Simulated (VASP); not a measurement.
# Rh (P6_3/mmc) in VASP: notebook

Rh is run at these levels: PBE; tasks: single point.

All numbers are computed with VASP 6.6.1; they aren't measurements. Logs are shortened: lines on timing, memory, paths and dates and some standing lists are left out, and cuts for length are marked.

## (1) The cell of the first run

Symmetry: P6_3/mmc, No. 194, hexagonal system. Conventional cell: a = 2.671 Å, b = 2.671 Å, c = 4.565 Å, α = 90.00°, β = 90.00°, γ = 120.00°. Within 3.5 Å of Rh (site symmetry -6m2) lie 12 Rh at 2.67 to 2.75 Å.

This isn't the form of Rh at room conditions, which is fcc.

## (2) Single point, PBE (14.10 Å³/atom)

The input, INCAR:

```
PREC = Accurate
ENCUT = 520
EDIFF = 1E-6
ISMEAR = 0
SIGMA = 0.15
LREAL = False
LASPH = True
NELM = 100
ALGO = Fast
ISIF = 2
LWAVE = False
LCHARG = False
GGA = PE
NBANDS = 22
```

The input, KPOINTS:

```
Automatic mesh
0
Gamma
  21 21 12
```

The input, POSCAR:

```
Rh
1.0
    2.6706542520      0.0000000000      0.0000000000
   -1.3353271260      2.3128544270      0.0000000000
    0.0000000000      0.0000000000      4.5649493130
Rh
2
Direct
    0.6666666667      0.3333333333      0.7500000000
    0.3333333333      0.6666666667      0.2500000000
```

Potentials or basis: VASP PAW PBE potentials, release 64 (Rh_pv).

Started as:

```
$ cat potpaw_PBE.64/Rh_pv/POTCAR > POTCAR
$ mpirun -np 1 vasp_std > vasp.out
```

OUTCAR:

```text
PREC = Accurate
   ENCUT = 520
   EDIFF = 1E-6
   ISMEAR = 0
   LREAL = False
   LASPH = True
   NELM = 100
   ISIF = 2
   GGA = PE

 ion  position               nearest neighbor table
   1  0.667  0.333  0.750-   2 2.75   2 2.75   2 2.75   2 2.75   2 2.75   2 2.75
   2  0.333  0.667  0.250-   1 2.75   1 2.75   1 2.75   1 2.75   1 2.75   1 2.75

  LATTYP: Found a hexagonal cell.
 ALAT       =     2.6706542520
 C/A-ratio  =     1.7093000000

  Lattice vectors:

 A1 = (   2.6706542520,   0.0000000000,   0.0000000000)
 A2 = (  -1.3353271260,   2.3128544270,   0.0000000000)
 A3 = (   0.0000000000,   0.0000000000,   4.5649493130)

Analysis of symmetry for initial positions (statically):
=====================================================================
 Subroutine PRICEL returns:
 Original cell was already a primitive cell.

 Routine SETGRP: Setting up the symmetry group for a
 hexagonal supercell.

 Subroutine GETGRP returns: Found 24 space group operations
 (whereof 12 operations were pure point group operations)
 out of a pool of 24 trial point group operations.

The static configuration has the point symmetry D_3d.
 The point group associated with its full space group is D_6h.

Analysis of symmetry for dynamics (positions and initial velocities):
=====================================================================
 Subroutine PRICEL returns:
 Original cell was already a primitive cell.

 Routine SETGRP: Setting up the symmetry group for a
 hexagonal supercell.

 Subroutine GETGRP returns: Found 24 space group operations
 (whereof 12 operations were pure point group operations)
 out of a pool of 24 trial point group operations.

The dynamic configuration has the point symmetry D_3d.
 The point group associated with its full space group is D_6h.

 Subroutine INISYM returns: Found 24 space group operations
 (whereof 12 operations are pure point group operations),
 and found     1 'primitive' translations

----------------------------------------------------------------------------------------

                                     Primitive cell

  volume of cell :      28.1969

  direct lattice vectors                    reciprocal lattice vectors
     2.670654252  0.000000000  0.000000000     0.374440083  0.216183083  0.000000000
    -1.335327126  2.312854427  0.000000000     0.000000000  0.432366166  0.000000000
     0.000000000  0.000000000  4.564949313     0.000000000  0.000000000  0.219060483

  length of vectors
     2.670654252  2.670654252  4.564949313     0.432366166  0.432366166  0.219060483

  position of ions in fractional coordinates (direct lattice)
     0.666666667  0.333333333  0.750000000
     0.333333333  0.666666667  0.250000000

  ion indices of the primitive-cell ions
   primitive index   ion index
                 1           1
                 2           2

----------------------------------------------------------------------------------------

 KPOINTS: Automatic mesh

Automatic generation of k-mesh.
 Grid dimensions read from file:
 generate k-points for:   21   21   12

 Generating k-lattice:

  Cartesian coordinates                     Fractional coordinates (reciprocal lattice)
     0.017830480  0.010294433  0.000000000     0.047619048  0.000000000  0.000000000
     0.000000000  0.020588865  0.000000000     0.000000000  0.047619048  0.000000000
     0.000000000  0.000000000  0.018255040     0.000000000  0.000000000  0.083333333

  Length of vectors
     0.020588865  0.020588865  0.018255040

  Shift w.r.t. Gamma in fractional coordinates (k-lattice)
     0.000000000  0.000000000  0.000000000

 Subroutine IBZKPT returns following result:
 ===========================================

 Found    336 irreducible k-points:

 Following reciprocal coordinates:
            Coordinates               Weight
  0.000000  0.000000  0.000000      1.000000
  0.047619  0.000000  0.000000      6.000000
  0.095238  0.000000  0.000000      6.000000
  0.142857  0.000000  0.000000      6.000000
  0.190476  0.000000  0.000000      6.000000
  0.238095  0.000000  0.000000      6.000000
[... 16 lines left out ...]
  0.142857  0.095238  0.000000     12.000000
  0.190476  0.095238  0.000000     12.000000
 [... further k-points ...]
   k-points           NKPTS =    336   k-points in BZ     NKDIM =    336   number of bands    NBANDS=     22
   number of dos      NEDOS =    301   number of ions     NIONS =      2
   total plane-waves  NPLWV =  14400
   dimension x,y,z NGX =    20 NGY =   20 NGZ =   36
   dimension x,y,z NGXF=    40 NGYF=   40 NGZF=   72
   ions per type =               2
   NGX,Y,Z   is equivalent  to a cutoff of  12.45, 12.45, 13.11 a.u.
   NGXF,Y,Z  is equivalent  to a cutoff of  24.90, 24.90, 26.22 a.u.
 SYSTEM =  unknown system
   PREC   = accura    normal or accurate (medium, high low for compatibility)
   ISTART =      0    job   : 0-new  1-cont  2-samecut
   ICHARG =      2    charge: 1-file 2-atom 10-const
   ISPIN  =      1    spin polarized calculation?
   LNONCOLLINEAR =      F non collinear calculations
   LSORBIT =      F    spin-orbit coupling
   LASPH  =      T    aspherical Exc in radial PAW
   ENCUT  =  520.0 eV  38.22 Ry    6.18 a.u.   4.97  4.97  8.49*2*pi/ulx,y,z
   NELM   =    100;   NELMIN=  2; NELMDL= -5     # of ELM steps
   EDIFF  = 0.1E-05   stopping-criterion for ELM
   LREAL  =      F    real-space projection
   EDIFFG = 0.1E-04   stopping-criterion for IOM
   NSW    =      0    number of steps for IOM
   IBRION =     -1    ionic relax: 0-MD 1-quasi-New 2-CG
   NFREE  =      0    steps in history (QN), initial steepest desc. (CG)
   ISIF   =      2    stress and relaxation
   ISYM   =      2    0-nonsym 1-usesym 2-fastsym
   POTIM  = 0.5000    time-step for ionic-motion
   TEBEG  =    0.0;   TEEND  =   0.0 temperature during run
   PSTRESS=    0.0 pullay stress
   NELECT =      30.0000    total number of electrons
   NUPDOWN=      -1.0000    fix difference up-down
   EMIN   =  10.00;   EMAX   =-10.00  energy-range for DOS
   EFERMI =   0.00;   METHOD = LEGACY
   ISMEAR =     0;   SIGMA  =   0.15  broadening in eV -4-tet -1-fermi 0-gaus
   EFERMI_NEDOS =   21; number of points for ismear=-14 and -15
   IALGO  =     68    algorithm
   IMIX   =      4    mixing-type and parameters
     AMIX     =   0.40;   BMIX     =  1.00
     AMIX_MAG =   1.60;   BMIX_MAG =  1.00
  volume/ion in A,a.u.               =      14.10        95.14
  Fermi-wavevector in a.u.,A,eV,Ry     =   1.671275  3.158252 38.003255  2.793160
  Thomas-Fermi vector in A             =   2.756626
   LORBIT       =      0    0 simple, 1 ext, 2 COOP (PROOUT), +10 PAW based schemes
   GGA     = PE    functional components
   LHFCALC =     F    Hartree Fock is set to
   AEXX    =    0.0000 exact exchange contribution
   IVDW    =     0    specifies the selected vdW correction
   LEPSILON=     F    determine dielectric tensor
   LRPA    =     F    only Hartree local field effects (RPA)
 non-spin polarized calculation
 RMM-DIIS sequential band-by-band and
 Gauss-broadening in eV      SIGMA  =   0.15
  energy-cutoff  :      520.00
  volume of cell :       28.20
 maximum number of plane-waves:       777
 NGX is ok and might be reduce to    20
   NGX =  9   NGY =  9   NGZ = 17

 number of electron      30.0000000 magnetization

 Free energy of the ion-electron system (eV)
  ---------------------------------------------------
  ext. energy  EPLUGINS =         0.00000000
  ---------------------------------------------------
  free energy    TOTEN  =       -14.41096096 eV

  energy without entropy =      -14.37336511  energy(sigma->0) =      -14.39216303

 E-fermi :  11.4920     XC(G=0): -13.8661

 val. band max:       11.4904040140   @ k =   0.1429   0.0000   0.5000
 cond. band min:      11.4926695316   @ k =   0.2381   0.0000   0.3333
 fundamental gap:      0.0022655176
 Fermi energy:        11.4919539968

 k-point     1 :       0.0000    0.0000    0.0000
  band No.  band energies     occupation
      1     -35.4666      2.00000
      2     -34.9308      2.00000
      3     -34.9308      2.00000
      4     -34.8730      2.00000
      5     -34.8594      2.00000
      6     -34.8594      2.00000
[... 14 lines left out ...]
     21      28.8228      0.00000
     22      30.1584      0.00000

 k-point     2 :       0.0476    0.0000    0.0000
  band No.  band energies     occupation
      1     -35.4618      2.00000
      2     -34.9442      2.00000
      3     -34.9348      2.00000
      4     -34.8742      2.00000
      5     -34.8732      2.00000
      6     -34.8619      2.00000
[... 14 lines left out ...]
     21      28.9372      0.00000
     22      30.2524      0.00000

 k-point     3 :       0.0952    0.0000    0.0000
  band No.  band energies     occupation
      1     -35.4478      2.00000
      2     -34.9833      2.00000
      3     -34.9462      2.00000
      4     -34.9130      2.00000
      5     -34.8778      2.00000
      6     -34.8692      2.00000
[... 14 lines left out ...]
     21      29.2588      0.00000
     22      30.4236      0.00000

 k-point     4 :       0.1429    0.0000    0.0000
  band No.  band energies     occupation
      1     -35.4253      2.00000
      2     -35.0445      2.00000
      3     -34.9749      2.00000
      4     -34.9639      2.00000
      5     -34.8841      2.00000
      6     -34.8807      2.00000
[... 14 lines left out ...]
     21      29.6979      0.00000
     22      30.3929      0.00000

 k-point     5 :       0.1905    0.0000    0.0000
  band No.  band energies     occupation
      1     -35.3953      2.00000
      2     -35.1223      2.00000
      3     -35.0526      2.00000
      4     -34.9861      2.00000
      5     -34.8957      2.00000
      6     -34.8932      2.00000
[... 417 lines left out ...]
 k-point    22 :       0.0952    0.0952    0.0000
  band No.  band energies     occupation
      1     -35.4121      2.00000
      2     -35.0695      2.00000
      3     -35.0258      2.00000
      4     -34.9597      2.00000
      5     -34.8949      2.00000
      6     -34.8880      2.00000
[... 14 lines left out ...]
     21      29.4636      0.00000
     22      29.9854      0.00000

 k-point    23 :       0.1429    0.0952    0.0000
  band No.  band energies     occupation
      1     -35.3829      2.00000
      2     -35.1369      2.00000
      3     -35.0956      2.00000
      4     -34.9863      2.00000
      5     -34.9148      2.00000
      6     -34.8973      2.00000
[... 14 lines left out ...]
     21      28.4151      0.00000
     22      29.9636      0.00000

 k-point    24 :       0.1905    0.0952    0.0000
  band No.  band energies     occupation
      1     -35.3480      2.00000
      2     -35.2159      2.00000
      3     -35.1700      2.00000
      4     -35.0173      2.00000
      5     -34.9361      2.00000
      6     -34.9098      2.00000
[... 14 lines left out ...]
     21      27.5723      0.00000
     22      29.0280      0.00000

 [... further k-points ...]

------------------------ aborting loop because EDIFF is reached ----------------------------------------

  FORCE on cell =-STRESS in cart. coord.  units (eV):
  Direction    XX          YY          ZZ          XY          YZ          ZX
  --------------------------------------------------------------------------------------
  -------------------------------------------------------------------------------------
  Total        1.0051304      1.0051304     -1.5850854     -0.0000000     -0.0000000      0.0000000
  in kB       57.1124888     57.1124888    -90.0660921     -0.0000000     -0.0000000      0.0000000
  external PRESSURE =       8.0529618 kB  Pullay stress =       0.0000000 kB

 VOLUME and BASIS-vectors are now :
 -----------------------------------------------------------------------------
  energy-cutoff  :      520.00
  volume of cell :       28.20
      direct lattice vectors                 reciprocal lattice vectors
     2.670654252  0.000000000  0.000000000     0.374440083  0.216183083  0.000000000
    -1.335327126  2.312854427  0.000000000     0.000000000  0.432366166  0.000000000
     0.000000000  0.000000000  4.564949313     0.000000000  0.000000000  0.219060483

 POSITION                                       TOTAL-FORCE (eV/Angst)
 -----------------------------------------------------------------------------------
      1.33533      0.77095      3.42371         0.000000     -0.000000      0.000000
     -0.00000      1.54190      1.14124        -0.000000      0.000000      0.000000
 -----------------------------------------------------------------------------------
    total drift:                               -0.000000      0.000000     -0.000000

  FREE ENERGIE OF THE ION-ELECTRON SYSTEM (eV)
  ---------------------------------------------------
  free  energy   TOTEN  =       -14.4109609609 eV

  energy  without entropy=      -14.3733651089  energy(sigma->0) =      -14.39216303
```

Wall time 4.3 min (1 thread of Intel Xeon 8259CL, shared host); peak memory 0.27 GiB.

What came out:

| Quantity | Value |
| --- | --- |
| Free energy | -14.4110 eV |
| Pressure | 0.8 GPa |
| Band gap on the k mesh | zero (bands 15 and 16 overlap by 2.39 eV) |

Stress tensor (GPa, compression positive):
```
 5.71  0.00  0.00
 0.00  5.71  0.00
 0.00  0.00 -9.01
```

Levels at points of the mesh, in eV from the Fermi level:
```
           k point  band 13  band 14  band 15  band 16  band 17  band 18
(0.00, 0.00, 0.00)    -2.47    -1.43    -1.43     0.20     0.20     0.28
(0.00, 0.00, 0.50)    -2.89    -2.89    -0.35    -0.35    -0.35    -0.35
```

Caveat: the stress differs along the axes, from -9 to 6 GPa.

(Continued in part 2 of 2.)
